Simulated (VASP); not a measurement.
Set up this calculation in VASP 6.6.1, as the native input.

```
Task                   : relaxation of cell and atoms
Functional             : PBE
Potentials or basis    : VASP PAW PBE potentials, release 64 (Ca_sv, Ru_pv)
Cutoff                 : 600 eV
k mesh                 : 4 × 4 × 4
Occupations            : gaussian, width 0.1 eV
Spin                   : no spin polarisation
Dipole correction      : no
Further INCAR settings : ALGO = Normal; EDIFF = 1e-06; IBRION = 2; EDIFFG = -0.04; NSW = 90; ISIF = 3
```

The structure of Ca3Ru lies in POSCAR:

```
Ca3Ru
1.0
    4.5692899338      0.0000000000      0.0000000000
    0.0000000000      4.5692899338      0.0000000000
    0.0000000000      0.0000000000      4.5692899338
Ca Ru
3 1
Direct
    0.0000000000      0.5000000000      0.5000000000
    0.5000000000      0.0000000000      0.5000000000
    0.5000000000      0.5000000000      0.0000000000
    0.0000000000      0.0000000000      0.0000000000
```

One way to write it, as run:

INCAR

```
PREC = Accurate ; ENCUT = 600
EDIFF = 1E-6 ; ISMEAR = 0
SIGMA = 0.1 ; LREAL = F
LASPH = T ; NELM = 60
ALGO = Normal ; ISIF = 3
LWAVE = F ; LCHARG = F
GGA = PE ; IBRION = 2
NSW = 90 ; EDIFFG = -0.04
```

KPOINTS

```
Automatic mesh
0
Gamma
  4 4 4
```

Potentials or basis: VASP PAW PBE potentials, release 64 (Ca_sv, Ru_pv).

The run is started by

```console
$ cat potpaw_PBE.64/Ca_sv/POTCAR potpaw_PBE.64/Ru_pv/POTCAR > POTCAR
$ mpirun -np 1 vasp_std > vasp.out
```

Results of the run:

- Relaxed volume: 26.61 Å³/atom
- Relaxed cell: a = 4.739 Å, b = 4.739 Å, c = 4.739 Å, α = 90.00°, β = 90.00°, γ = 90.00°
- Space group after relaxing (to 0.05 Å): Pm-3m (No. 221)
- Energy gained by relaxing: 35.6 meV/atom
- Ionic steps: 3
- Pressure after relaxing: 0.0 GPa
- Band gap on the k mesh: zero (band 22 reaches 4.69 eV, above the bottom of band 23 at 3.97 eV)

Run time: 94 s on 1 thread of AMD EPYC 9R45 96-Core Processor (Zen 5), with other jobs on the host, peak memory 0.22 GiB.
